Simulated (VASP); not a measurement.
# BiTe (Pm-3m) in VASP: a series of runs

Runs on BiTe. Level: r2SCAN. Tasks: single point.

Program: VASP 6.6.1. These are calculated values, not measurements. Logs are shortened: lines on timing, memory, paths and dates and some standing lists are left out, and cuts for length are marked.

### Step 1. The cell of the first run

The structure is cubic, space group Pm-3m (No. 221). The conventional cell has a = 3.924 Å, b = 3.924 Å, c = 3.924 Å, α = 90.00°, β = 90.00°, γ = 90.00°. Bi (site symmetry m-3m) has 8 Te at 3.40 Å and 6 Bi at 3.92 Å within 4.5 Å. Within 4.5 Å of Te (site symmetry m-3m) lie 8 Bi at 3.40 Å and 6 Te at 3.92 Å.

### Step 2. Single point, r2SCAN

File POSCAR:

```
BiTe
1.0
    3.9241217268      0.0000000000      0.0000000000
    0.0000000000      3.9241217268      0.0000000000
    0.0000000000      0.0000000000      3.9241217268
Bi Te
1 1
Direct
    0.0000000000      0.0000000000      0.0000000000
    0.5000000000      0.5000000000      0.5000000000
```

File INCAR.step1:

```
SYSTEM = BiTe
PREC     = Accurate       ! precision mode
ENCUT    = 520            ! plane-wave cutoff, eV
ISMEAR   = 0              ! smearing method
SIGMA    = 0.05           ! smearing width, eV
LREAL    = .FALSE.        ! projectors in reciprocal space
LASPH    = .TRUE.         ! aspherical terms in the spheres
NELM     = 80             ! most SCF steps
NBANDS   = 18             ! bands
GGA      = PE             ! functional
ALGO     = Normal         ! electronic algorithm
EDIFF    = 1E-4           ! SCF threshold, eV
LWAVE    = .TRUE.         ! write WAVECAR
LCHARG   = .FALSE.        ! write CHGCAR
```

File INCAR.step2:

```
SYSTEM = BiTe
PREC     = Accurate       ! precision mode
ENCUT    = 520            ! plane-wave cutoff, eV
EDIFF    = 1E-7           ! SCF threshold, eV
ISMEAR   = 0              ! smearing method
SIGMA    = 0.05           ! smearing width, eV
LREAL    = .FALSE.        ! projectors in reciprocal space
LASPH    = .TRUE.         ! aspherical terms in the spheres
NELM     = 80             ! most SCF steps
ALGO     = Normal         ! electronic algorithm
ISIF     = 2              ! what is computed and relaxed
LWAVE    = .FALSE.        ! write WAVECAR
LCHARG   = .TRUE.         ! write CHGCAR
METAGGA  = R2SCAN         ! meta-GGA
LMIXTAU  = .TRUE.       
LELF     = .TRUE.         ! ELF
LVHAR    = .TRUE.       
NBANDS   = 18             ! bands
ISTART   = 1
```

File KPOINTS:

```
regular mesh
0
G
  10 10 10
  0 0 0
```

Potentials or basis: VASP PAW PBE potentials, release 64 (Bi_d, Te).

On the command line:

```
> cat potpaw_PBE.64/Bi_d/POTCAR potpaw_PBE.64/Te/POTCAR > POTCAR
> cp INCAR.step1 INCAR
> mpirun -np 1 vasp_std > vasp.out
> cp INCAR.step2 INCAR
> mpirun -np 1 vasp_std > vasp.out
```

OUTCAR:

```text
SYSTEM = BiTe
   PREC = Accurate
   ENCUT = 520
   EDIFF = 1E-7
   ISMEAR = 0
   LREAL = .FALSE.
   LASPH = .TRUE.
   NELM = 80
   ISIF = 2
   METAGGA = R2SCAN
   ISTART = 1

 ion  position               nearest neighbor table
   1  0.000  0.000  0.000-   2 3.40   2 3.40   2 3.40   2 3.40   2 3.40   2 3.40   2 3.40   2 3.40

   2  0.500  0.500  0.500-   1 3.40   1 3.40   1 3.40   1 3.40   1 3.40   1 3.40   1 3.40   1 3.40

  LATTYP: Found a simple cubic cell.
 ALAT       =     3.9241217268

  Lattice vectors:

 A1 = (   3.9241217268,   0.0000000000,   0.0000000000)
 A2 = (   0.0000000000,   3.9241217268,   0.0000000000)
 A3 = (   0.0000000000,   0.0000000000,   3.9241217268)

Analysis of symmetry for initial positions (statically):
=====================================================================
 Subroutine PRICEL returns:
 Original cell was already a primitive cell.

 Routine SETGRP: Setting up the symmetry group for a
 simple cubic supercell.

 Subroutine GETGRP returns: Found 48 space group operations
 (whereof 48 operations were pure point group operations)
 out of a pool of 48 trial point group operations.

The static configuration has the point symmetry O_h .

Analysis of symmetry for dynamics (positions and initial velocities):
=====================================================================
 Subroutine PRICEL returns:
 Original cell was already a primitive cell.

 Routine SETGRP: Setting up the symmetry group for a
 simple cubic supercell.

 Subroutine GETGRP returns: Found 48 space group operations
 (whereof 48 operations were pure point group operations)
 out of a pool of 48 trial point group operations.

The dynamic configuration has the point symmetry O_h .

 Subroutine INISYM returns: Found 48 space group operations
 (whereof 48 operations are pure point group operations),
 and found     1 'primitive' translations

----------------------------------------------------------------------------------------

                                     Primitive cell

  volume of cell :      60.4265

  direct lattice vectors                    reciprocal lattice vectors
     3.924121727  0.000000000  0.000000000     0.254834093  0.000000000  0.000000000
     0.000000000  3.924121727  0.000000000     0.000000000  0.254834093  0.000000000
     0.000000000  0.000000000  3.924121727     0.000000000  0.000000000  0.254834093

  length of vectors
     3.924121727  3.924121727  3.924121727     0.254834093  0.254834093  0.254834093

  position of ions in fractional coordinates (direct lattice)
     0.000000000  0.000000000  0.000000000
     0.500000000  0.500000000  0.500000000

  ion indices of the primitive-cell ions
   primitive index   ion index
                 1           1
                 2           2

----------------------------------------------------------------------------------------

 KPOINTS: regular mesh

Automatic generation of k-mesh.
 Grid dimensions read from file:
 generate k-points for:   10   10   10

 Generating k-lattice:

  Cartesian coordinates                     Fractional coordinates (reciprocal lattice)
     0.025483409  0.000000000  0.000000000     0.100000000  0.000000000  0.000000000
     0.000000000  0.025483409  0.000000000     0.000000000  0.100000000  0.000000000
     0.000000000  0.000000000  0.025483409     0.000000000  0.000000000  0.100000000

  Length of vectors
     0.025483409  0.025483409  0.025483409

  Shift w.r.t. Gamma in fractional coordinates (k-lattice)
     0.000000000  0.000000000  0.000000000

 Subroutine IBZKPT returns following result:
 ===========================================

 Found     56 irreducible k-points:

 Following reciprocal coordinates:
            Coordinates               Weight
  0.000000  0.000000  0.000000      1.000000
  0.100000  0.000000  0.000000      6.000000
  0.200000  0.000000  0.000000      6.000000
  0.300000  0.000000  0.000000      6.000000
  0.400000  0.000000  0.000000      6.000000
  0.500000  0.000000  0.000000      3.000000
[... 16 lines left out ...]
  0.200000  0.100000  0.100000     24.000000
  0.300000  0.100000  0.100000     24.000000
 [... further k-points ...]
   k-points           NKPTS =     56   k-points in BZ     NKDIM =     56   number of bands    NBANDS=     18
   number of dos      NEDOS =    301   number of ions     NIONS =      2
   total plane-waves  NPLWV =  27000
   dimension x,y,z NGX =    30 NGY =   30 NGZ =   30
   dimension x,y,z NGXF=    60 NGYF=   60 NGZF=   60
   ions per type =               1   1
   NGX,Y,Z   is equivalent  to a cutoff of  12.71, 12.71, 12.71 a.u.
   NGXF,Y,Z  is equivalent  to a cutoff of  25.42, 25.42, 25.42 a.u.
 SYSTEM =  BiTe
   PREC   = accura    normal or accurate (medium, high low for compatibility)
   ISTART =      1    job   : 0-new  1-cont  2-samecut
   ICHARG =      0    charge: 1-file 2-atom 10-const
   ISPIN  =      1    spin polarized calculation?
   LNONCOLLINEAR =      F non collinear calculations
[... 23 lines left out ...]
     AMIX     =   0.40;   BMIX     =  1.00
     AMIX_MAG =   1.60;   BMIX_MAG =  1.00
  volume/ion in A,a.u.               =      30.21       203.89
  Fermi-wavevector in a.u.,A,eV,Ry     =   1.150992  2.175059 18.024746  1.324781
  Thomas-Fermi vector in A             =   2.287652
   LORBIT       =      0    0 simple, 1 ext, 2 COOP (PROOUT), +10 PAW based schemes
   METAGGA = R2SCAN    functional components
   LHFCALC =     F    Hartree Fock is set to
   AEXX    =    0.0000 exact exchange contribution
   IVDW    =     0    specifies the selected vdW correction
   LEPSILON=     F    determine dielectric tensor
   LRPA    =     F    only Hartree local field effects (RPA)
 non-spin polarized calculation
 Gauss-broadening in eV      SIGMA  =   0.05
  energy-cutoff  :      520.00
  volume of cell :       60.43
 maximum number of plane-waves:      1650
 NGX is ok and might be reduce to    30
   NGX = 15   NGY = 15   NGZ = 15

 number of electron      20.9999993 magnetization

 Free energy of the ion-electron system (eV)
  ---------------------------------------------------
  ext. energy  EPLUGINS =         0.00000000
  ---------------------------------------------------
  free energy    TOTEN  =       -83.69944696 eV

  energy without entropy =      -83.69824155  energy(sigma->0) =      -83.69884426

 E-fermi :   7.8562     XC(G=0): -10.7040

 val. band max:        7.8333406542   @ k =   0.5000   0.4000   0.3000
 cond. band min:       7.8624466799   @ k =   0.5000   0.1000   0.1000
 fundamental gap:      0.0291060257
 Fermi energy:         7.8562241360

 k-point     1 :       0.0000    0.0000    0.0000
  band No.  band energies     occupation
      1     -16.4072      2.00000
      2     -16.4072      2.00000
      3     -16.3550      2.00000
      4     -16.3550      2.00000
      5     -16.3550      2.00000
      6      -6.5337      2.00000
[... 10 lines left out ...]
     17      18.5724      0.00000
     18      18.5724      0.00000

 k-point     2 :       0.1000    0.0000    0.0000
  band No.  band energies     occupation
      1     -16.4070      2.00000
      2     -16.4029      2.00000
      3     -16.3564      2.00000
      4     -16.3564      2.00000
      5     -16.3549      2.00000
      6      -6.4393      2.00000
[... 10 lines left out ...]
     17      18.1733      0.00000
     18      18.5179      0.00000

 k-point     3 :       0.2000    0.0000    0.0000
  band No.  band energies     occupation
      1     -16.4066      2.00000
      2     -16.3917      2.00000
      3     -16.3600      2.00000
      4     -16.3600      2.00000
      5     -16.3546      2.00000
      6      -6.1582      2.00000
[... 10 lines left out ...]
     17      18.0081      0.00000
     18      18.0081      0.00000

 k-point     4 :       0.3000    0.0000    0.0000
  band No.  band energies     occupation
      1     -16.4061      2.00000
      2     -16.3779      2.00000
      3     -16.3645      2.00000
      4     -16.3645      2.00000
      5     -16.3543      2.00000
      6      -5.6971      2.00000
[... 375 lines left out ...]
      4     -16.3576      2.00000
      5     -16.3576      2.00000
      6      -6.2521      2.00000
[... 10 lines left out ...]
     17      17.3178      0.00000
     18      18.3946      0.00000

 k-point    23 :       0.2000    0.1000    0.1000
  band No.  band energies     occupation
      1     -16.4001      2.00000
      2     -16.3893      2.00000
      3     -16.3616      2.00000
      4     -16.3612      2.00000
      5     -16.3573      2.00000
      6      -5.9744      2.00000
[... 10 lines left out ...]
     17      17.0256      0.00000
     18      18.8267      0.00000

 k-point    24 :       0.3000    0.1000    0.1000
  band No.  band energies     occupation
      1     -16.3996      2.00000
      2     -16.3754      2.00000
      3     -16.3663      2.00000
      4     -16.3658      2.00000
      5     -16.3569      2.00000
      6      -5.5205      2.00000
[... 10 lines left out ...]
     17      16.3628      0.00000
     18      18.6283      0.00000

 [... further k-points ...]

------------------------ aborting loop because EDIFF is reached ----------------------------------------

  FORCE on cell =-STRESS in cart. coord.  units (eV):
  Direction    XX          YY          ZZ          XY          YZ          ZX
  --------------------------------------------------------------------------------------
  -------------------------------------------------------------------------------------
  Total       -0.3387617     -0.3387617     -0.3387617     -0.0000000     -0.0000000     -0.0000000
  in kB       -8.9820928     -8.9820928     -8.9820928     -0.0000000     -0.0000000     -0.0000000
  external PRESSURE =      -8.9820928 kB  Pullay stress =       0.0000000 kB

 VOLUME and BASIS-vectors are now :
 -----------------------------------------------------------------------------
  energy-cutoff  :      520.00
  volume of cell :       60.43
      direct lattice vectors                 reciprocal lattice vectors
     3.924121727  0.000000000  0.000000000     0.254834093  0.000000000  0.000000000
     0.000000000  3.924121727  0.000000000     0.000000000  0.254834093  0.000000000
     0.000000000  0.000000000  3.924121727     0.000000000  0.000000000  0.254834093

 POSITION                                       TOTAL-FORCE (eV/Angst)
 -----------------------------------------------------------------------------------
      0.00000      0.00000      0.00000         0.000000      0.000000      0.000000
      1.96206      1.96206      1.96206         0.000000      0.000000      0.000000
 -----------------------------------------------------------------------------------
    total drift:                               -0.000000     -0.000000     -0.000000

  FREE ENERGIE OF THE ION-ELECTRON SYSTEM (eV)
  ---------------------------------------------------
  free  energy   TOTEN  =       -83.6994469596 eV

  energy  without entropy=      -83.6982415529  energy(sigma->0) =      -83.69884426
```

Wall time 2.4 min (1 thread of AMD EPYC 7R13 (Zen 3), shared host); peak memory 0.18 GiB.

Results:

```yaml
Free_energy: -83.6994 eV
Pressure: -0.9 GPa
Band_gap_on_the_k_mesh: zero (an odd number of electrons rules out a gap without spin polarisation)
```

Caveat: the PAW data sets were made with another functional, which shifts forces and pressure a little; spin-orbit coupling is left out, which moves the levels of the heavy elements; an odd number of electrons without spin polarisation forces a metal; a magnetic or distorted state may lie lower.

### Step 3. Single point, r2SCAN (30.35 Å³/atom)

This run uses another cell than the first one, of 30.35 Å³/atom.

File POSCAR:

```
BiTe
1.0
    3.9299886267      0.0000000000      0.0000000000
    0.0000000000      3.9299886267      0.0000000000
    0.0000000000      0.0000000000      3.9299886267
Bi Te
1 1
Direct
    0.0000000000      0.0000000000      0.0000000000
    0.5000000000      0.5000000000      0.5000000000
```

File INCAR.step1:

```
SYSTEM = BiTe
ALGO = Normal
EDIFF = 1E-4
ENCUT = 520
GGA = PE
ISMEAR = 0
LASPH = .True.
LCHARG = .False.
LREAL = .False.
LWAVE = .True.
NBANDS = 18
NELM = 100
PREC = Accurate
SIGMA = 0.05
```

File INCAR.step2:

```
SYSTEM = BiTe
ALGO = Normal
EDIFF = 1E-6
ENCUT = 520
ISIF = 2
ISMEAR = 0
ISTART = 1
LASPH = .True.
LCHARG = .False.
LMIXTAU = .True.
LREAL = .False.
LWAVE = .False.
METAGGA = R2SCAN
NBANDS = 18
NELM = 100
PREC = Accurate
SIGMA = 0.05
```

File KPOINTS:

```
k-points
0
Gamma
  10 10 10
  0 0 0
```

Potentials or basis: VASP PAW PBE potentials, release 64 (Bi_d, Te).

On the command line:

```
> cat potpaw_PBE.64/Bi_d/POTCAR potpaw_PBE.64/Te/POTCAR > POTCAR
> cp INCAR.step1 INCAR
> mpirun -np 1 vasp_std > vasp.out
> cp INCAR.step2 INCAR
> mpirun -np 1 vasp_std > vasp.out
```

Wall time 2.1 min (1 thread of AMD EPYC 7R13 (Zen 3), shared host); peak memory 0.18 GiB.

Results (log left out):

| Item | Value |
| --- | --- |
| Free energy | -83.6978 eV |
| Pressure | -1.1 GPa |
| Band gap on the k mesh | zero (an odd number of electrons rules out a gap without spin polarisation) |

Levels at points of the mesh, in eV from the Fermi level:
| k point | band 8 | band 9 | band 10 | band 11 | band 12 | band 13 |
| --- | --- | --- | --- | --- | --- | --- |
| (0.00, 0.00, 0.00) | -2.83 | -2.83 | -2.83 | 3.51 | 3.51 | 4.00 |
| (0.50, 0.00, 0.00) | -2.00 | -1.07 | -0.93 | -0.93 | 0.54 | 0.54 |
| (0.50, 0.50, 0.00) | -5.85 | -5.85 | -0.43 | 1.55 | 2.70 | 2.70 |
| (0.50, 0.50, 0.50) | -3.49 | -3.49 | -3.49 | -2.71 | -2.71 | -2.71 |

Caveat: the PAW data sets were made with another functional, which shifts forces and pressure a little; spin-orbit coupling is left out, which moves the levels of the heavy elements; an odd number of electrons without spin polarisation forces a metal; a magnetic or distorted state may lie lower.

### Step 4. Single point, r2SCAN (30.94 Å³/atom)

This run uses another cell than the first one, of 30.94 Å³/atom.

File POSCAR:

```
BiTe
1.0
    3.9555087484      0.0000000000      0.0000000000
    0.0000000000      3.9555087484      0.0000000000
    0.0000000000      0.0000000000      3.9555087484
Bi Te
1 1
Direct
    0.0000000000      0.0000000000      0.0000000000
    0.5000000000      0.5000000000      0.5000000000
```

File INCAR.step1:

```
PREC = Accurate
ENCUT = 520
ISMEAR = 0
SIGMA = 0.05
LREAL = False
LASPH = True
NELM = 100
NBANDS = 18
GGA = PE
ALGO = Normal
EDIFF = 1E-4
LWAVE = True
LCHARG = False
```

File INCAR.step2:

```
PREC = Accurate
ENCUT = 520
EDIFF = 1E-6
ISMEAR = 0
SIGMA = 0.05
LREAL = False
LASPH = True
NELM = 100
ALGO = Normal
ISIF = 2
LWAVE = False
LCHARG = True
METAGGA = R2SCAN
LMIXTAU = True
LELF = True
LVHAR = True
NBANDS = 18
ISTART = 1
```

File KPOINTS:

```
Automatic mesh
0
Gamma
  10 10 10
```

On the command line:

```
> cat potpaw_PBE.64/Bi_d/POTCAR potpaw_PBE.64/Te/POTCAR > POTCAR
> cp INCAR.step1 INCAR
> mpirun -np 1 vasp_std > vasp.out
> cp INCAR.step2 INCAR
> mpirun -np 1 vasp_std > vasp.out
```

Wall time 2 min (1 thread of AMD EPYC 7R13 (Zen 3), shared host); peak memory 0.19 GiB.

It converged, with:

```
Free energy            : -83.6858 eV
Pressure               : -2.2 GPa
Band gap on the k mesh : zero (an odd number of electrons rules out a gap without spin polarisation)
```

Levels at points of the mesh, in eV from the Fermi level:
```tsv
k point	band 7	band 8	band 9	band 10	band 11	band 12	band 13	band 14
(0.00, 0.00, 0.00)	-9.05	-2.78	-2.78	-2.78	3.55	3.55	3.87	3.87
(0.50, 0.00, 0.00)	-12.05	-2.02	-1.10	-0.93	-0.93	0.52	0.52	5.23
(0.50, 0.50, 0.00)	-11.21	-5.73	-5.73	-0.45	1.49	2.63	2.63	5.93
(0.50, 0.50, 0.50)	-10.62	-3.42	-3.42	-3.42	-2.65	-2.65	-2.65	14.02
```

Caveat: the PAW data sets were made with another functional, which shifts forces and pressure a little; spin-orbit coupling is left out, which moves the levels of the heavy elements; an odd number of electrons without spin polarisation forces a metal; a magnetic or distorted state may lie lower.

### Step 5. Single point, r2SCAN (31.84 Å³/atom)

This run uses another cell than the first one, of 31.84 Å³/atom.

File POSCAR:

```
BiTe
1.0
    3.9931825277      0.0000000000      0.0000000000
    0.0000000000      3.9931825277      0.0000000000
    0.0000000000      0.0000000000      3.9931825277
Bi Te
1 1
Direct
    0.0000000000      0.0000000000      0.0000000000
    0.5000000000      0.5000000000      0.5000000000
```

File INCAR.step1:

```
ALGO = Normal
EDIFF = 1E-4
ENCUT = 520
GGA = PE
ISMEAR = 0
LASPH = T
LCHARG = F
LREAL = F
LWAVE = T
NBANDS = 18
NELM = 60
PREC = Accurate
SIGMA = 0.05
```

File INCAR.step2:

```
ALGO = Normal
EDIFF = 1E-6
ENCUT = 520
ISIF = 2
ISMEAR = 0
ISTART = 1
LASPH = T
LCHARG = F
LMIXTAU = T
LREAL = F
LWAVE = F
METAGGA = R2SCAN
NBANDS = 18
NELM = 60
PREC = Accurate
SIGMA = 0.05
```

File KPOINTS:

```
k-points
0
Gamma
  10 10 10
```

On the command line:

```
> cat potpaw_PBE.64/Bi_d/POTCAR potpaw_PBE.64/Te/POTCAR > POTCAR
> cp INCAR.step1 INCAR
> mpirun -np 1 vasp_std > vasp.out
> cp INCAR.step2 INCAR
> mpirun -np 1 vasp_std > vasp.out
```

It took 2.3 min on 1 thread of AMD EPYC 7R13 (Zen 3), shared host; peak memory 0.18 GiB.

It converged, with:

| Item | Value |
| --- | --- |
| Free energy | -83.6551 eV |
| Pressure | -3.4 GPa |
| Band gap on the k mesh | zero (an odd number of electrons rules out a gap without spin polarisation) |

Levels at points of the mesh, in eV from the Fermi level:
```csv
k point,band 6,band 7,band 8,band 9,band 10,band 11,band 12,band 13,band 14,band 15
"(0.00, 0.00, 0.00)",-14.02,-9.13,-2.70,-2.70,-2.70,3.62,3.62,3.69,3.69,3.69
"(0.50, 0.00, 0.00)",-11.99,-11.92,-2.03,-1.13,-0.91,-0.91,0.51,0.51,5.30,6.26
"(0.50, 0.50, 0.00)",-11.19,-11.15,-5.55,-5.55,-0.46,1.42,2.53,2.53,5.88,5.99
"(0.50, 0.50, 0.50)",-10.69,-10.63,-3.30,-3.30,-3.30,-2.54,-2.54,-2.54,13.71,13.71
```

Caveat: the cell stands under tension; the PAW data sets were made with another functional, which shifts forces and pressure a little; spin-orbit coupling is left out, which moves the levels of the heavy elements; an odd number of electrons without spin polarisation forces a metal; a magnetic or distorted state may lie lower.

### Step 6. Summary

| cell | gap on the mesh (eV) | pressure (GPa) |
| --- | --- | --- |
| a = 3.924 Å, 2 atoms | none | -0.9 |
| a = 3.930 Å, 2 atoms | none | -1.1 |
| a = 3.956 Å, 2 atoms | none | -2.2 |
| a = 3.993 Å, 2 atoms | none | -3.4 |

Alike in all rows: task single point; level r2SCAN; potentials or basis VASP PAW PBE potentials, release 64 (Bi_d, Te); no spin polarisation; k mesh 10 × 10 × 10; cutoff (eV) 520; smearing gaussian 0.05 eV.

Caveats: the PAW data sets were made with another functional, which shifts forces and pressure a little; spin-orbit coupling is left out, which moves the levels of the heavy elements; an odd number of electrons without spin polarisation forces a metal; a magnetic or distorted state may lie lower; the cell stands under tension (at least some runs).

Total energies depend on the potentials used, so only differences within one code and one set of settings carry meaning.

The gap in the log of VASP goes by the Fermi energy; the results here count the filled bands.